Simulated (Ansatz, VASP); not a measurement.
SnO2 in VASP and in Ansatz

```
Sn O
1.0
     5.16519    0.00000    0.00000
     0.00000    4.86379    0.00000
     0.00000    0.00000    3.28560
Sn O
2 4
Direct
  0.50000 0.50000 0.50000
  0.00000 0.00000 0.00000
  0.31413 0.30853 0.00000
  0.81413 0.19147 0.50000
  0.18587 0.80853 0.50000
  0.68587 0.69147 0.00000
```

Change from the starting cell: volume 13.757 Å^3 an atom, stretch along a over the lengths across it, relative to the relaxed cell 1.0621.

Alike in both runs: functional LDA; k mesh 6 × 6 × 10; occupations gaussian, width 0.05 eV; no spin polarisation.

Ansatz relaxed the structure, and its values are those at the end. VASP's run is a single point on that final structure, the one shown.

```csv
,VASP,Ansatz
version,VASP 6.6.1,Ansatz 0.2.0
potentials or method,"VASP PAW LDA potentials, release 64 (Sn_d, O), cutoff 520 eV","scalar-relativistic, plane waves, PAW"
valence electrons in the cell,52,52
```

```tsv
	VASP	Ansatz	Ansatz less VASP
gap on the k mesh at the Fermi level (eV)	0.11	0.10	-0.004
least direct gap on the mesh (eV)	0.18	0.19	+0.013
pressure (GPa)	-19.7	-20.3	-0.56
rms of the force components (eV/Å)	0.024	0.006	-0.0176
```

LDA's correlation is that of Perdew and Zunger in VASP and of Perdew and Wang (1992) in Ansatz. Ansatz's warnings: stress scf threshold loose.
